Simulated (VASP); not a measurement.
Here is a VASP 6.6.1 calculation.

The input INCAR:

```
SYSTEM = KMgF3
PREC = Accurate
ENCUT = 600
EDIFF = 1E-6
ISMEAR = 0
SIGMA = 0.1
LREAL = .False.
LASPH = .True.
NELM = 120
ALGO = Normal
ISIF = 2
LWAVE = .False.
LCHARG = .False.
GGA = PE
NBANDS = 24
GGA_COMPAT = .False.
```

The input KPOINTS:

```
Automatic mesh
0
Gamma
  4 4 4
  0 0 0
```

POSCAR

```
KMgF3
1.0
    4.0525130587      0.0000000000      0.0000000000
    0.0000000000      4.0525130587      0.0000000000
    0.0000000000      0.0000000000      4.0525130587
K Mg F
1 1 3
Direct
    0.5000000000      0.5000000000      0.5000000000
    0.0000000000      0.0000000000      0.0000000000
    0.0000000000      0.5000000000      0.0000000000
    0.0000000000      0.0000000000      0.5000000000
    0.5000000000      0.0000000000      0.0000000000
```

Potentials or basis: VASP PAW PBE potentials, release 64 (K_sv, Mg, F).

Launch:

```bash
$ cat potpaw_PBE.64/K_sv/POTCAR potpaw_PBE.64/Mg/POTCAR potpaw_PBE.64/F/POTCAR > POTCAR
$ mpirun -np 1 vasp_std > vasp.out
```

Estimate the pressure.

-0.5 GPa.

What does it give for the band gap on the k mesh?

6.94 eV (least direct gap 7.26 eV).

A k mesh can miss the band edges.
